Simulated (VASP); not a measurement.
# H (Pmmm) in VASP: notebook, part 2 of 2

VASP 6.6.1. Earlier steps stand in the parts before.

### 4 Single point, PBEsol (strain +0.0500 x Voigt [1, 0, 0, 0, 0, 0])

The input, INCAR:

```
SYSTEM = H
PREC     = Accurate       ! precision mode
ENCUT    = 520            ! plane-wave cutoff, eV
EDIFF    = 1E-6           ! SCF threshold, eV
ISMEAR   = 0              ! smearing method
SIGMA    = 0.05           ! smearing width, eV
LREAL    = .FALSE.        ! projectors in reciprocal space
LASPH    = .TRUE.         ! aspherical terms in the spheres
NELM     = 80             ! most SCF steps
ALGO     = Normal         ! electronic algorithm
ISIF     = 2              ! what is computed and relaxed
LWAVE    = .FALSE.        ! write WAVECAR
LCHARG   = .FALSE.        ! write CHGCAR
GGA      = PS             ! functional
NBANDS   = 6              ! bands
```

The input, KPOINTS:

```
regular mesh
0
G
  10 10 26
  0 0 0
```

The input, POSCAR:

```
H
1.0
    2.7821206758      0.0000000000      0.0000000000
    0.0000000000      2.6496387389      0.0000000000
    0.0000000000      0.0000000000      0.9804929200
H
1
Direct
    0.0000000000      0.0000000000      0.5000000000
```

Potentials or basis: VASP PAW PBE potentials, release 64 (H).

Started as:

```
$ cat potpaw_PBE.64/H/POTCAR > POTCAR
$ mpirun -np 1 vasp_std > vasp.out
```

OUTCAR:

```text
SYSTEM = H
   PREC = Accurate
   ENCUT = 520
   EDIFF = 1E-6
   ISMEAR = 0
   LREAL = .FALSE.
   LASPH = .TRUE.
   NELM = 80
   ISIF = 2
   GGA = PS

 ion  position               nearest neighbor table
   1  0.000  0.000  0.500-

  LATTYP: Found a simple orthorhombic cell.
 ALAT       =     0.9804929200
 B/A-ratio  =     2.7023537701
 C/A-ratio  =     2.8374714585

  Lattice vectors:

 A1 = (   0.0000000000,   0.0000000000,  -0.9804929200)
 A2 = (   0.0000000000,   2.6496387389,   0.0000000000)
 A3 = (   2.7821206758,   0.0000000000,   0.0000000000)

Analysis of symmetry for initial positions (statically):
=====================================================================
 Subroutine PRICEL returns:
 Original cell was already a primitive cell.

 Routine SETGRP: Setting up the symmetry group for a
 simple orthorhombic supercell.

 Subroutine GETGRP returns: Found  8 space group operations
 (whereof  8 operations were pure point group operations)
 out of a pool of  8 trial point group operations.

The static configuration has the point symmetry D_2h.

Analysis of symmetry for dynamics (positions and initial velocities):
=====================================================================
 Subroutine PRICEL returns:
 Original cell was already a primitive cell.

 Routine SETGRP: Setting up the symmetry group for a
 simple orthorhombic supercell.

 Subroutine GETGRP returns: Found  8 space group operations
 (whereof  8 operations were pure point group operations)
 out of a pool of  8 trial point group operations.

The dynamic configuration has the point symmetry D_2h.

 Subroutine INISYM returns: Found  8 space group operations
 (whereof  8 operations are pure point group operations),
 and found     1 'primitive' translations

----------------------------------------------------------------------------------------

                                     Primitive cell

  volume of cell :       7.2278

  direct lattice vectors                    reciprocal lattice vectors
     2.782120676  0.000000000  0.000000000     0.359438039  0.000000000  0.000000000
     0.000000000  2.649638739  0.000000000     0.000000000  0.377409941  0.000000000
     0.000000000  0.000000000  0.980492920     0.000000000  0.000000000  1.019895177

  length of vectors
     2.782120676  2.649638739  0.980492920     0.359438039  0.377409941  1.019895177

  position of ions in fractional coordinates (direct lattice)
     0.000000000  0.000000000  0.500000000

  ion indices of the primitive-cell ions
   primitive index   ion index
                 1           1

----------------------------------------------------------------------------------------

 KPOINTS: regular mesh

Automatic generation of k-mesh.
 Grid dimensions read from file:
 generate k-points for:   10   10   26

 Generating k-lattice:

  Cartesian coordinates                     Fractional coordinates (reciprocal lattice)
     0.035943804  0.000000000  0.000000000     0.100000000  0.000000000  0.000000000
     0.000000000  0.037740994  0.000000000     0.000000000  0.100000000  0.000000000
     0.000000000  0.000000000  0.039226738     0.000000000  0.000000000  0.038461538

  Length of vectors
     0.035943804  0.037740994  0.039226738

  Shift w.r.t. Gamma in fractional coordinates (k-lattice)
     0.000000000  0.000000000  0.000000000

 Subroutine IBZKPT returns following result:
 ===========================================

 Found    504 irreducible k-points:

 Following reciprocal coordinates:
            Coordinates               Weight
  0.000000  0.000000  0.000000      1.000000
  0.100000  0.000000  0.000000      2.000000
  0.200000  0.000000  0.000000      2.000000
  0.300000  0.000000  0.000000      2.000000
  0.400000  0.000000  0.000000      2.000000
  0.500000  0.000000  0.000000      1.000000
[... 16 lines left out ...]
  0.400000  0.300000  0.000000      4.000000
  0.500000  0.300000  0.000000      2.000000
 [... further k-points ...]
   k-points           NKPTS =    504   k-points in BZ     NKDIM =    504   number of bands    NBANDS=      6
   number of dos      NEDOS =    301   number of ions     NIONS =      1
   total plane-waves  NPLWV =   3840
   dimension x,y,z NGX =    24 NGY =   20 NGZ =    8
   dimension x,y,z NGXF=    48 NGYF=   40 NGZF=   16
   ions per type =               1
   NGX,Y,Z   is equivalent  to a cutoff of  14.34, 12.55, 13.56 a.u.
   NGXF,Y,Z  is equivalent  to a cutoff of  28.68, 25.10, 27.13 a.u.
 SYSTEM =  H
   PREC   = accura    normal or accurate (medium, high low for compatibility)
   ISTART =      0    job   : 0-new  1-cont  2-samecut
   ICHARG =      2    charge: 1-file 2-atom 10-const
   ISPIN  =      1    spin polarized calculation?
   LNONCOLLINEAR =      F non collinear calculations
   LSORBIT =      F    spin-orbit coupling
   LASPH  =      T    aspherical Exc in radial PAW
   ENCUT  =  520.0 eV  38.22 Ry    6.18 a.u.   5.17  4.93  1.82*2*pi/ulx,y,z
   NELM   =     80;   NELMIN=  2; NELMDL= -5     # of ELM steps
   EDIFF  = 0.1E-05   stopping-criterion for ELM
   LREAL  =      F    real-space projection
   EDIFFG = 0.1E-04   stopping-criterion for IOM
   NSW    =      0    number of steps for IOM
   IBRION =     -1    ionic relax: 0-MD 1-quasi-New 2-CG
   NFREE  =      0    steps in history (QN), initial steepest desc. (CG)
   ISIF   =      2    stress and relaxation
   ISYM   =      2    0-nonsym 1-usesym 2-fastsym
   POTIM  = 0.5000    time-step for ionic-motion
   TEBEG  =    0.0;   TEEND  =   0.0 temperature during run
   PSTRESS=    0.0 pullay stress
   NELECT =       1.0000    total number of electrons
   NUPDOWN=      -1.0000    fix difference up-down
   EMIN   =  10.00;   EMAX   =-10.00  energy-range for DOS
   EFERMI =   0.00;   METHOD = LEGACY
   ISMEAR =     0;   SIGMA  =   0.05  broadening in eV -4-tet -1-fermi 0-gaus
   EFERMI_NEDOS =   21; number of points for ismear=-14 and -15
   IALGO  =     38    algorithm
   IMIX   =      4    mixing-type and parameters
     AMIX     =   0.40;   BMIX     =  1.00
     AMIX_MAG =   1.60;   BMIX_MAG =  1.00
  volume/ion in A,a.u.               =       7.23        48.78
  Fermi-wavevector in a.u.,A,eV,Ry     =   0.846719  1.600066  9.754459  0.716932
  Thomas-Fermi vector in A             =   1.962111
   LORBIT       =      0    0 simple, 1 ext, 2 COOP (PROOUT), +10 PAW based schemes
   GGA     = PS    functional components
   LHFCALC =     F    Hartree Fock is set to
   AEXX    =    0.0000 exact exchange contribution
   IVDW    =     0    specifies the selected vdW correction
   LEPSILON=     F    determine dielectric tensor
   LRPA    =     F    only Hartree local field effects (RPA)
 non-spin polarized calculation
 Gauss-broadening in eV      SIGMA  =   0.05
  energy-cutoff  :      520.00
  volume of cell :        7.23
 maximum number of plane-waves:       208
 NGX is ok and might be reduce to    24
   NGX = 11   NGY =  9   NGZ =  3

 number of electron       0.9999999 magnetization

 Free energy of the ion-electron system (eV)
  ---------------------------------------------------
  ext. energy  EPLUGINS =         0.00000000
  ---------------------------------------------------
  free energy    TOTEN  =        -2.95251501 eV

  energy without entropy =       -2.95251501  energy(sigma->0) =       -2.95251501

 E-fermi :  -1.5202     XC(G=0):  -6.7787

 val. band max:       -1.8225647499   @ k =   0.5000   0.5000   0.2308
 cond. band min:      -1.2082357779   @ k =   0.0000   0.0000   0.2692
 fundamental gap:      0.6143289720
 Fermi energy:        -1.5202035612

 k-point     1 :       0.0000    0.0000    0.0000
  band No.  band energies     occupation
      1     -12.4258      2.00000
      2       7.5526      0.00000
      3      12.4054      0.00000
      4      14.1510      0.00000
      5      16.2207      0.00000
      6      33.0484      0.00000

 k-point     2 :       0.1000    0.0000    0.0000
  band No.  band energies     occupation
      1     -12.3305      2.00000
      2       6.4872      0.00000
      3      12.5202      0.00000
      4      14.3126      0.00000
      5      17.7872      0.00000
      6      30.2040      0.00000
[... 190 lines left out ...]
 k-point    24 :       0.5000    0.3000    0.0000
  band No.  band energies     occupation
      1     -10.5065      2.00000
      2       2.6264      0.00000
      3       6.4392      0.00000
      4      11.7901      0.00000
      5      28.7636      0.00000
      6      36.3525      0.00000

 [... further k-points ...]

------------------------ aborting loop because EDIFF is reached ----------------------------------------

  FORCE on cell =-STRESS in cart. coord.  units (eV):
  Direction    XX          YY          ZZ          XY          YZ          ZX
  --------------------------------------------------------------------------------------
  -------------------------------------------------------------------------------------
  Total        0.0272372      0.0619492      0.0947079      0.0000000     -0.0000000      0.0000000
  in kB        6.0376229     13.7321722     20.9937388      0.0000000     -0.0000000      0.0000000
  external PRESSURE =      13.5878446 kB  Pullay stress =       0.0000000 kB

 VOLUME and BASIS-vectors are now :
 -----------------------------------------------------------------------------
  energy-cutoff  :      520.00
  volume of cell :        7.23
      direct lattice vectors                 reciprocal lattice vectors
     2.782120676  0.000000000  0.000000000     0.359438039  0.000000000  0.000000000
     0.000000000  2.649638739  0.000000000     0.000000000  0.377409941  0.000000000
     0.000000000  0.000000000  0.980492920     0.000000000  0.000000000  1.019895177

 POSITION                                       TOTAL-FORCE (eV/Angst)
 -----------------------------------------------------------------------------------
      0.00000      0.00000      0.49025         0.000000      0.000000      0.000000
 -----------------------------------------------------------------------------------
    total drift:                                0.000000      0.000000      0.000000

  FREE ENERGIE OF THE ION-ELECTRON SYSTEM (eV)
  ---------------------------------------------------
  free  energy   TOTEN  =        -2.9525150082 eV

  energy  without entropy=       -2.9525150082  energy(sigma->0) =       -2.95251501
```

Run time: 21 s. Hardware: 1 thread of Intel Xeon 8259CL, shared host; peak memory 0.12 GiB.

Results:

* Free energy: -2.9525 eV
* Pressure: 1.4 GPa
* Band gap on the k mesh: zero (an odd number of electrons rules out a gap without spin polarisation)

Caveat: the cell differs from its parent crystal (strain +0.0500 x Voigt [1, 0, 0, 0, 0, 0]); the PAW data sets were made with another functional, which shifts forces and pressure a little.

### 5 Single point, PBEsol (strain +0.0875 x Voigt [1, 0, 0, 0, 0, 0])

The input, INCAR:

```
SYSTEM = H
PREC = Accurate ; ENCUT = 520
EDIFF = 1E-7 ; ISMEAR = 0
SIGMA = 0.05 ; LREAL = .False.
LASPH = .True. ; NELM = 60
ALGO = Normal ; ISIF = 2
LWAVE = .False. ; LCHARG = .True.
GGA = PS ; LELF = .True.
LVHAR = .True. ; NBANDS = 6
```

The input, KPOINTS:

```
regular mesh
0
Gamma
  10 10 26
  0 0 0
```

Edit POSCAR of step 4 so:

```diff
@@ -2,3 +2,3 @@
 1.0
-    2.7821206758      0.0000000000      0.0000000000
+    2.8814821286      0.0000000000      0.0000000000
     0.0000000000      2.6496387389      0.0000000000
```

Started as:

```
$ cat potpaw_PBE.64/H/POTCAR > POTCAR
$ mpirun -np 1 vasp_std > vasp.out
```

Wall time 18 s (1 thread of Intel Xeon 8259CL, shared host); peak memory 0.12 GiB.

It converged, with:

| Quantity | Value |
| --- | --- |
| Free energy | -2.9536 eV |
| Pressure | 1.2 GPa |
| Band gap on the k mesh | zero (an odd number of electrons rules out a gap without spin polarisation) |

Stress tensor (GPa, compression positive):
```
0.26 0.00 0.00
0.00 1.35 0.00
0.00 0.00 2.11
```

Levels at points of the mesh, in eV from the Fermi level:
```
           k point  band 1  band 2  band 3  band 4
(0.00, 0.00, 0.00)  -10.63    8.82   13.10   15.98
(0.50, 0.00, 0.00)   -9.65    2.48   15.75   18.20
(0.00, 0.50, 0.00)   -9.16    2.89   14.62   16.28
(0.50, 0.50, 0.00)   -8.41    5.85    6.46    9.53
(0.00, 0.00, 0.50)   24.50   31.80   46.14   50.48
(0.50, 0.00, 0.50)   25.06   33.46   41.47   41.73
(0.00, 0.50, 0.50)   25.38   34.15   41.86   42.16
(0.50, 0.50, 0.50)   25.81   35.47   44.74   45.19
```

Caveat: the cell differs from its parent crystal (strain +0.0875 x Voigt [1, 0, 0, 0, 0, 0]); the PAW data sets were made with another functional, which shifts forces and pressure a little.

### 6 The runs side by side

```tsv
cell	gap on the mesh (eV)	pressure (GPa)
a = 2.517, b = 2.650, c = 0.980 Å, 1 atom	none	1.9
a = 2.583, b = 2.650, c = 0.980 Å, 1 atom	none	1.8
a = 2.782, b = 2.650, c = 0.980 Å, 1 atom	none	1.4
a = 2.881, b = 2.650, c = 0.980 Å, 1 atom	none	1.2
```

Alike in all rows: task single point; level PBEsol; potentials or basis VASP PAW PBE potentials, release 64 (H); no spin polarisation; k mesh 10 × 10 × 26; cutoff (eV) 520; smearing gaussian 0.05 eV.

Caveats: the PAW data sets were made with another functional, which shifts forces and pressure a little.

Total energies depend on the potentials used, so only differences within one code and one set of settings carry meaning.
